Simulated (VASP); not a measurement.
# PbSe in VASP: a series of runs

The runs below take PbSe through single point, with PBE.

Program: VASP 6.6.1. These are calculated values, not measurements. Logs are shortened: lines on timing, memory, paths and dates and some standing lists are left out, and cuts for length are marked.

### Step 1. The cell of the first run

Symmetry: Fm-3m, No. 225, cubic system. Conventional cell: a = 6.366 Å, b = 6.366 Å, c = 6.366 Å, α = 90.00°, β = 90.00°, γ = 90.00°. Within 4.2 Å of Pb (site symmetry m-3m) lie 6 Se at 3.18 Å. Se (site symmetry m-3m) has 6 Pb at 3.18 Å within 4.2 Å.

### Step 2. Single point, PBE (strained)

INCAR reads:

```
PREC     = Accurate       # precision mode
ENCUT    = 520            # plane-wave cutoff, eV
EDIFF    = 1E-6           # SCF threshold, eV
ISMEAR   = 0              # smearing method
SIGMA    = 0.05           # smearing width, eV
LREAL    = False          # projectors in reciprocal space
LASPH    = True           # aspherical terms in the spheres
NELM     = 100            # most SCF steps
ALGO     = Normal         # electronic algorithm
ISIF     = 2              # what is computed and relaxed
LWAVE    = False          # write WAVECAR
LCHARG   = True           # write CHGCAR
GGA      = PE             # functional
LELF     = True           # ELF
LVHAR    = True         
NBANDS   = 17             # bands
```

KPOINTS reads:

```
Automatic mesh
0
Gamma
  10 10 10
```

POSCAR reads:

```
PbSe
1.0
    0.0000000000      3.1829824390      3.1829824390
    3.1829824390      0.0000000000      3.1829824390
    3.1829824390      3.1829824390      0.0000000000
Pb Se
1 1
Direct
    0.0000000000      0.0000000000      0.0000000000
    0.5000000000      0.5000000000      0.5000000000
```

Potentials or basis: VASP PAW PBE potentials, release 64 (Pb_d, Se).

Command:

```console
$ cat potpaw_PBE.64/Pb_d/POTCAR potpaw_PBE.64/Se/POTCAR > POTCAR
$ mpirun -np 1 vasp_std > vasp.out
```

OUTCAR:

```text
PREC = Accurate
   ENCUT = 520
   EDIFF = 1E-6
   ISMEAR = 0
   LREAL = False
   LASPH = True
   NELM = 100
   ISIF = 2
   GGA = PE

 ion  position               nearest neighbor table
   1  0.000  0.000  0.000-   2 3.18   2 3.18   2 3.18   2 3.18   2 3.18   2 3.18
   2  0.500  0.500  0.500-   1 3.18   1 3.18   1 3.18   1 3.18   1 3.18   1 3.18

  LATTYP: Found a face centered cubic cell.
 ALAT       =     6.3659648780

  Lattice vectors:

 A1 = (   0.0000000000,   3.1829824390,   3.1829824390)
 A2 = (   3.1829824390,   0.0000000000,   3.1829824390)
 A3 = (   3.1829824390,   3.1829824390,   0.0000000000)

Analysis of symmetry for initial positions (statically):
=====================================================================
 Subroutine PRICEL returns:
 Original cell was already a primitive cell.

 Routine SETGRP: Setting up the symmetry group for a
 face centered cubic supercell.

 Subroutine GETGRP returns: Found 48 space group operations
 (whereof 48 operations were pure point group operations)
 out of a pool of 48 trial point group operations.

The static configuration has the point symmetry O_h .

Analysis of symmetry for dynamics (positions and initial velocities):
=====================================================================
 Subroutine PRICEL returns:
 Original cell was already a primitive cell.

 Routine SETGRP: Setting up the symmetry group for a
 face centered cubic supercell.

 Subroutine GETGRP returns: Found 48 space group operations
 (whereof 48 operations were pure point group operations)
 out of a pool of 48 trial point group operations.

The dynamic configuration has the point symmetry O_h .

 Subroutine INISYM returns: Found 48 space group operations
 (whereof 48 operations are pure point group operations),
 and found     1 'primitive' translations

----------------------------------------------------------------------------------------

                                     Primitive cell

  volume of cell :      64.4960

  direct lattice vectors                    reciprocal lattice vectors
     0.000000000  3.182982439  3.182982439    -0.157085378  0.157085378  0.157085378
     3.182982439  0.000000000  3.182982439     0.157085378 -0.157085378  0.157085378
     3.182982439  3.182982439  0.000000000     0.157085378  0.157085378 -0.157085378

  length of vectors
     4.501416934  4.501416934  4.501416934     0.272079856  0.272079856  0.272079856

  position of ions in fractional coordinates (direct lattice)
     0.000000000  0.000000000  0.000000000
     0.500000000  0.500000000  0.500000000

  ion indices of the primitive-cell ions
   primitive index   ion index
                 1           1
                 2           2

----------------------------------------------------------------------------------------

 KPOINTS: Automatic mesh

Automatic generation of k-mesh.
 Grid dimensions read from file:
 generate k-points for:   10   10   10

 Generating k-lattice:

  Cartesian coordinates                     Fractional coordinates (reciprocal lattice)
    -0.015708538  0.015708538  0.015708538     0.100000000  0.000000000  0.000000000
     0.015708538 -0.015708538  0.015708538     0.000000000  0.100000000  0.000000000
     0.015708538  0.015708538 -0.015708538     0.000000000  0.000000000  0.100000000

  Length of vectors
     0.027207986  0.027207986  0.027207986

  Shift w.r.t. Gamma in fractional coordinates (k-lattice)
     0.000000000  0.000000000  0.000000000

 Subroutine IBZKPT returns following result:
 ===========================================

 Found     47 irreducible k-points:

 Following reciprocal coordinates:
            Coordinates               Weight
  0.000000  0.000000  0.000000      1.000000
  0.100000  0.000000  0.000000      8.000000
  0.200000  0.000000  0.000000      8.000000
  0.300000  0.000000  0.000000      8.000000
  0.400000  0.000000  0.000000      8.000000
  0.500000  0.000000  0.000000      4.000000
[... 16 lines left out ...]
  0.300000  0.300000  0.000000      6.000000
  0.400000  0.300000  0.000000     24.000000
 [... further k-points ...]
   k-points           NKPTS =     47   k-points in BZ     NKDIM =     47   number of bands    NBANDS=     17
   number of dos      NEDOS =    301   number of ions     NIONS =      2
   total plane-waves  NPLWV =  46656
   dimension x,y,z NGX =    36 NGY =   36 NGZ =   36
   dimension x,y,z NGXF=    72 NGYF=   72 NGZF=   72
   ions per type =               1   1
   NGX,Y,Z   is equivalent  to a cutoff of  13.30, 13.30, 13.30 a.u.
   NGXF,Y,Z  is equivalent  to a cutoff of  26.59, 26.59, 26.59 a.u.
 SYSTEM =  unknown system
   PREC   = accura    normal or accurate (medium, high low for compatibility)
   ISTART =      0    job   : 0-new  1-cont  2-samecut
   ICHARG =      2    charge: 1-file 2-atom 10-const
   ISPIN  =      1    spin polarized calculation?
   LNONCOLLINEAR =      F non collinear calculations
   LSORBIT =      F    spin-orbit coupling
   LASPH  =      T    aspherical Exc in radial PAW
   ENCUT  =  520.0 eV  38.22 Ry    6.18 a.u.   8.37  8.37  8.37*2*pi/ulx,y,z
   NELM   =    100;   NELMIN=  2; NELMDL= -5     # of ELM steps
   EDIFF  = 0.1E-05   stopping-criterion for ELM
   LREAL  =      F    real-space projection
   EDIFFG = 0.1E-04   stopping-criterion for IOM
   NSW    =      0    number of steps for IOM
   IBRION =     -1    ionic relax: 0-MD 1-quasi-New 2-CG
   NFREE  =      0    steps in history (QN), initial steepest desc. (CG)
   ISIF   =      2    stress and relaxation
   ISYM   =      2    0-nonsym 1-usesym 2-fastsym
   POTIM  = 0.5000    time-step for ionic-motion
   TEBEG  =    0.0;   TEEND  =   0.0 temperature during run
   PSTRESS=    0.0 pullay stress
   NELECT =      20.0000    total number of electrons
   NUPDOWN=      -1.0000    fix difference up-down
   EMIN   =  10.00;   EMAX   =-10.00  energy-range for DOS
   EFERMI =   0.00;   METHOD = LEGACY
   ISMEAR =     0;   SIGMA  =   0.05  broadening in eV -4-tet -1-fermi 0-gaus
   EFERMI_NEDOS =   21; number of points for ismear=-14 and -15
   IALGO  =     38    algorithm
   IMIX   =      4    mixing-type and parameters
     AMIX     =   0.40;   BMIX     =  1.00
     AMIX_MAG =   1.60;   BMIX_MAG =  1.00
  volume/ion in A,a.u.               =      32.25       217.62
  Fermi-wavevector in a.u.,A,eV,Ry     =   1.108087  2.093981 16.706011  1.227857
  Thomas-Fermi vector in A             =   2.244610
   LORBIT       =      0    0 simple, 1 ext, 2 COOP (PROOUT), +10 PAW based schemes
   GGA     = PE    functional components
   LHFCALC =     F    Hartree Fock is set to
   AEXX    =    0.0000 exact exchange contribution
   IVDW    =     0    specifies the selected vdW correction
   LEPSILON=     F    determine dielectric tensor
   LRPA    =     F    only Hartree local field effects (RPA)
 non-spin polarized calculation
 Gauss-broadening in eV      SIGMA  =   0.05
  energy-cutoff  :      520.00
  volume of cell :       64.50
 maximum number of plane-waves:      1807
 NGX is ok and might be reduce to    36
   NGX = 17   NGY = 17   NGZ = 17

 number of electron      19.9999998 magnetization

 Free energy of the ion-electron system (eV)
  ---------------------------------------------------
  ext. energy  EPLUGINS =         0.00000000
  ---------------------------------------------------
  free energy    TOTEN  =        -8.15759327 eV

  energy without entropy =       -8.15759327  energy(sigma->0) =       -8.15759327

 E-fermi :   3.8394     XC(G=0):  -8.9985

 val. band max:        3.6349363043   @ k =   0.5000   0.0000   0.0000
 cond. band min:       4.2550468148   @ k =   0.5000   0.0000   0.0000
 fundamental gap:      0.6201105105
 Fermi energy:         3.8394208268

 k-point     1 :       0.0000    0.0000    0.0000
  band No.  band energies     occupation
      1     -12.9918      2.00000
      2     -12.9918      2.00000
      3     -12.9918      2.00000
      4     -12.9830      2.00000
      5     -12.9830      2.00000
      6      -8.9760      2.00000
[... 9 lines left out ...]
     16      10.4508      0.00000
     17      11.4491      0.00000

 k-point     2 :       0.1000    0.0000    0.0000
  band No.  band energies     occupation
      1     -12.9915      2.00000
      2     -12.9907      2.00000
      3     -12.9907      2.00000
      4     -12.9834      2.00000
      5     -12.9834      2.00000
      6      -8.9151      2.00000
[... 9 lines left out ...]
     16      10.6500      0.00000
     17      12.1680      0.00000

 k-point     3 :       0.2000    0.0000    0.0000
  band No.  band energies     occupation
      1     -12.9908      2.00000
      2     -12.9908      2.00000
      3     -12.9906      2.00000
      4     -12.9816      2.00000
      5     -12.9816      2.00000
      6      -8.7435      2.00000
[... 9 lines left out ...]
     16      11.1818      0.00000
     17      13.5660      0.00000

 k-point     4 :       0.3000    0.0000    0.0000
  band No.  band energies     occupation
      1     -12.9941      2.00000
      2     -12.9941      2.00000
      3     -12.9896      2.00000
      4     -12.9762      2.00000
      5     -12.9762      2.00000
      6      -8.5006      2.00000
[... 9 lines left out ...]
     16      11.9995      0.00000
     17      14.7945      0.00000
[... 343 lines left out ...]
      1     -12.9965      2.00000
      2     -12.9909      2.00000
      3     -12.9881      2.00000
      4     -12.9817      2.00000
      5     -12.9752      2.00000
      6      -8.4188      2.00000
[... 9 lines left out ...]
     16      12.9679      0.00000
     17      13.7356      0.00000

 k-point    23 :       0.3000    0.3000    0.0000
  band No.  band energies     occupation
      1     -13.0188      2.00000
      2     -12.9987      2.00000
      3     -12.9752      2.00000
      4     -12.9739      2.00000
      5     -12.9739      2.00000
      6      -8.3459      2.00000
[... 9 lines left out ...]
     16      13.6245      0.00000
     17      14.0916      0.00000

 k-point    24 :       0.4000    0.3000    0.0000
  band No.  band energies     occupation
      1     -13.0275      2.00000
      2     -12.9986      2.00000
      3     -12.9767      2.00000
      4     -12.9709      2.00000
      5     -12.9686      2.00000
      6      -8.1718      2.00000
[... 9 lines left out ...]
     16      14.2619      0.00000
     17      14.9555      0.00000

 [... further k-points ...]

------------------------ aborting loop because EDIFF is reached ----------------------------------------

  FORCE on cell =-STRESS in cart. coord.  units (eV):
  Direction    XX          YY          ZZ          XY          YZ          ZX
  --------------------------------------------------------------------------------------
  -------------------------------------------------------------------------------------
  Total       -1.1430958     -1.1430958     -1.1430958     -0.0000000     -0.0000000      0.0000000
  in kB      -28.3962176    -28.3962176    -28.3962176     -0.0000000     -0.0000000      0.0000000
  external PRESSURE =     -28.3962176 kB  Pullay stress =       0.0000000 kB

 VOLUME and BASIS-vectors are now :
 -----------------------------------------------------------------------------
  energy-cutoff  :      520.00
  volume of cell :       64.50
      direct lattice vectors                 reciprocal lattice vectors
     0.000000000  3.182982439  3.182982439    -0.157085378  0.157085378  0.157085378
     3.182982439  0.000000000  3.182982439     0.157085378 -0.157085378  0.157085378
     3.182982439  3.182982439  0.000000000     0.157085378  0.157085378 -0.157085378

 POSITION                                       TOTAL-FORCE (eV/Angst)
 -----------------------------------------------------------------------------------
      0.00000      0.00000      0.00000         0.000000      0.000000     -0.000000
      3.18298      3.18298      3.18298         0.000000      0.000000      0.000000
 -----------------------------------------------------------------------------------
    total drift:                                0.000000      0.000000      0.000000

  FREE ENERGIE OF THE ION-ELECTRON SYSTEM (eV)
  ---------------------------------------------------
  free  energy   TOTEN  =        -8.1575932719 eV

  energy  without entropy=       -8.1575932719  energy(sigma->0) =       -8.15759327
```

Wall time 18 s (1 thread of Intel Xeon 6975P-C (Granite Rapids), shared host); peak memory 0.23 GiB.

What came out:

```yaml
Free_energy: -8.1576 eV
Pressure: -2.8 GPa
Band_gap_on_the_k_mesh: 0.62 eV, direct
```

Levels at points of the mesh, in eV from the valence-band top:
```tsv
k point	band 7	band 8	band 9	band 10	band 11	band 12	band 13	band 14
(0.00, 0.00, 0.00)	-6.41	-1.31	-1.31	-1.31	4.51	4.51	4.51	6.82
(0.50, 0.00, 0.00)	-8.16	-0.97	-0.97	0.00	0.62	1.98	1.98	8.46
(0.50, 0.50, 0.00)	-7.15	-3.99	-2.47	-2.47	4.23	5.23	5.23	5.62
```

Caveat: the cell differs from its parent crystal (strained); spin-orbit coupling is left out, which moves the levels of the heavy elements. A k mesh can miss the band edges.

### Step 3. Single point, PBE (strained)

INCAR reads:

```
SYSTEM = PbSe
PREC = Accurate
ENCUT = 520
EDIFF = 1E-7
ISMEAR = 0
SIGMA = 0.05
LREAL = .False.
LASPH = .True.
NELM = 100
ALGO = Normal
ISIF = 2
LWAVE = .False.
LCHARG = .False.
GGA = PE
NBANDS = 17
```

KPOINTS reads:

```
regular mesh
0
Gamma
  10 10 10
  0 0 0
```

POSCAR reads:

```
PbSe
1.0
    0.0000000000      3.2090107140      3.2090107140
    3.2090107140      0.0000000000      3.2090107140
    3.2090107140      3.2090107140      0.0000000000
Pb Se
1 1
Direct
    0.0000000000      0.0000000000      0.0000000000
    0.5000000000      0.5000000000      0.5000000000
```

Potentials or basis: VASP PAW PBE potentials, release 64 (Pb_d, Se).

Command:

```console
$ cat potpaw_PBE.64/Pb_d/POTCAR potpaw_PBE.64/Se/POTCAR > POTCAR
$ mpirun -np 1 vasp_std > vasp.out
```

Wall time 20 s (1 thread of Intel Xeon 6975P-C (Granite Rapids), shared host); peak memory 0.22 GiB.

The run converged. Its results:

- Free energy: -8.1258 eV
- Pressure: -3.6 GPa
- Band gap on the k mesh: 0.67 eV, direct

Levels at points of the mesh, in eV from the valence-band top:
| k point | band 7 | band 8 | band 9 | band 10 | band 11 | band 12 | band 13 | band 14 |
| --- | --- | --- | --- | --- | --- | --- | --- | --- |
| (0.00, 0.00, 0.00) | -6.44 | -1.21 | -1.21 | -1.21 | 4.45 | 4.45 | 4.45 | 6.86 |
| (0.50, 0.00, 0.00) | -8.05 | -0.89 | -0.89 | 0.00 | 0.67 | 2.02 | 2.02 | 8.44 |
| (0.50, 0.50, 0.00) | -7.12 | -3.81 | -2.34 | -2.34 | 4.32 | 5.15 | 5.15 | 5.52 |

Caveat: the cell differs from its parent crystal (strained); spin-orbit coupling is left out, which moves the levels of the heavy elements.

(Part 1 of 2 ends here.)
